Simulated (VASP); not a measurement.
Wanted: the native input for a VASP 6.6.1 run.

| Item | Value |
| --- | --- |
| Task | single point |
| Functional | PBEsol |
| Potentials or basis | VASP PAW PBE potentials, release 64 (Cu) |
| Cutoff | 520 eV |
| k mesh | 20 × 20 × 20 |
| Occupations | gaussian, width 0.1 eV |
| Spin | no spin polarisation |
| Dipole correction | no |
| Further INCAR settings | ALGO = Fast; EDIFF = 1e-07; NBANDS = 12 |

The structure of Cu lies in POSCAR:

```
Cu
1.0
   -1.4622329752      1.4622329752      1.3681575649
    1.4622329752     -1.4622329752      1.3681575649
    1.4622329752      1.4622329752     -1.3681575649
Cu
1
Direct
    0.0000000000      0.0000000000      0.0000000000
```

This cell differs from its parent crystal: volume scaled by 1.03, then relaxed in part.

The input as run:

INCAR

```
PREC = Accurate
ENCUT = 520
EDIFF = 1E-7
ISMEAR = 0
SIGMA = 0.1
LREAL = F
LASPH = T
NELM = 60
ALGO = Fast
ISIF = 2
LWAVE = F
LCHARG = F
GGA = PS
NBANDS = 12
```

KPOINTS

```
Automatic mesh
0
Gamma
  20 20 20
```

Potentials or basis: VASP PAW PBE potentials, release 64 (Cu).

The run is started by

```bash
$ cat potpaw_PBE.64/Cu/POTCAR > POTCAR
$ mpirun -np 1 vasp_std > vasp.out
```

It gave:

| Property | Result |
| --- | --- |
| Pressure | -3.7 GPa |

Caveat: the PAW data sets were made with another functional, which shifts forces and pressure a little.

It took 49 s on 1 thread of AMD EPYC 9R45 96-Core Processor (Zen 5), with other jobs on the host, peak memory 0.16 GiB.
